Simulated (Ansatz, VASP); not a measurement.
**Na2MoH6: VASP beside Ansatz**

File INCAR:

```
SYSTEM = Na2MoH6
  PREC = Accurate
  ENCUT = 520
  EDIFF = 1E-6
  ISMEAR = 0
  SIGMA = 0.1
  LREAL = .False.
  LASPH = .True.
  NELM = 150
  ALGO = Normal
  ISIF = 2
  LWAVE = .False.
  LCHARG = .False.
  ISPIN = 2
  MAGMOM = 0 0 0 0 0 0 0 0 1
  LORBIT = 11
  LMAXMIX = 4
  GGA = PE
  NBANDS = 31
```

KPOINTS

```
Automatic mesh
0
Gamma
  6 6 2
  0 0 0
```

POSCAR

```
Na2MoH6
1.0
    3.4358624860      0.0000000000      0.0000000000
    0.0000000000      3.4358624860      0.0000000000
    0.0000000000      0.0000000000      8.6059739960
Na H Mo
2 6 1
Direct
    0.5000000000      0.5000000000      0.2983213025
    0.5000000000      0.5000000000      0.7016786975
    0.5000000000      0.0000000000      0.0000000000
    0.5000000000      0.0000000000      0.5000000000
    0.0000000000      0.5000000000      0.0000000000
    0.0000000000      0.5000000000      0.5000000000
    0.0000000000      0.0000000000      0.2126984802
    0.0000000000      0.0000000000      0.7873015198
    0.0000000000      0.0000000000      0.0000000000
```

Input for Ansatz:

```yaml
crystal:
  lattice:
    - [3.435862486, 0.0, 0.0]
    - [0.0, 3.435862486, 0.0]
    - [0.0, 0.0, 8.605973996]
  atoms:
    - { symbol: Na, position: [0.5, 0.5, 0.2983213025] }
    - { symbol: Na, position: [0.5, 0.5, 0.7016786975] }
    - { symbol: H, position: [0.5, 0.0, 0.0] }
    - { symbol: H, position: [0.5, 0.0, 0.5] }
    - { symbol: H, position: [0.0, 0.5, 0.0] }
    - { symbol: H, position: [0.0, 0.5, 0.5] }
    - { symbol: H, position: [0.0, 0.0, 0.2126984802] }
    - { symbol: H, position: [0.0, 0.0, 0.7873015198] }
    - { symbol: Mo, position: [0.0, 0.0, 0.0], spin: 1.0 }
basis:
  ecutwfc: 420
kpoints:
  mp_grid: { grid: [6, 6, 2] }
hamiltonian:
  xc: pbe
scf:
  occupations: { method: gaussian, width: 0.1 }
  lower_state_search: "off"
output:
  forces: true
  stress: true
  eigenvalues: true
  populations: true
magnetization:
  spin_polarized: true
```

Change from the starting cell: ordered vacancies on the cation sites of perovskite (P4/mmm, No. 123).

Alike in both runs: task single point; functional PBE; k mesh 6 × 6 × 2; occupations gaussian, width 0.1 eV; collinear spin.

|  | VASP | Ansatz |
| --- | --- | --- |
| version | VASP 6.6.1 | Ansatz 0.2.0 |
| potentials or method | VASP PAW PBE potentials, release 64 (Na_pv, H, Mo_sv), cutoff 520 eV | scalar-relativistic, plane waves, PAW |
| valence electrons in the cell | 34 | 38 |

|  | VASP | Ansatz | Ansatz less VASP |
| --- | --- | --- | --- |
| gap on the k mesh at the Fermi level (eV) | none | none | - |
| pressure (GPa) | 0.2 | -0.2 | -0.40 |
| traceless stress, the component that is largest in VASP (GPa) | -0.25 | 0.08 | +0.324 |
| rms of the force components (eV/Å) | 0.016 | 0.013 | -0.0037 |
| net moment per atom (μB) | 0.07 | 0.03 | -0.049 |
| size of the moment on the site where the two differ most (μB) | 0.59 | 0.00 | -0.585 |

Site moments also hang on the region over which each program counts them. Atom by atom the forces differ by 0.004 eV/Å (rms over components). A gap of «none» marks a metal or a gap that the smearing closes. VASP's potentials hold 34 valence electrons a cell and Ansatz's 38, so a difference there can come from the potentials and not from the codes.

The k mesh is coarse, so the values compare programs but aren't converged.
